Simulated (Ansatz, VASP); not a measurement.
## Ti: VASP beside Ansatz

```
Ti
1.0
     0.00000    2.01880    2.01880
     2.01880    0.00000    2.01880
     2.01880    2.01880    0.00000
Ti
1
Direct
  0.00000 0.00000 0.00000
```

Alike in both runs: functional PBE; dispersion D3(BJ); k mesh 18 × 18 × 18; occupations gaussian, width 0.1 eV; no spin polarisation.

Ansatz relaxed the structure, and its values are those at the end. VASP's run is a single point on that final structure, the one shown.

|  | VASP | Ansatz |
| --- | --- | --- |
| version | VASP 6.6.1 | Ansatz 0.2.0 |
| potentials or method | VASP PAW PBE potentials, release 64 (Ti_sv), cutoff 520 eV | scalar-relativistic, plane waves, PAW |
| valence electrons in the cell | 12 | 12 |

```csv
,VASP,Ansatz,Ansatz less VASP
gap on the k mesh at the Fermi level (eV),none,none,-
pressure (GPa),-0.4,0.0,+0.35
```

A gap of «none» marks a metal or a gap that the smearing closes.
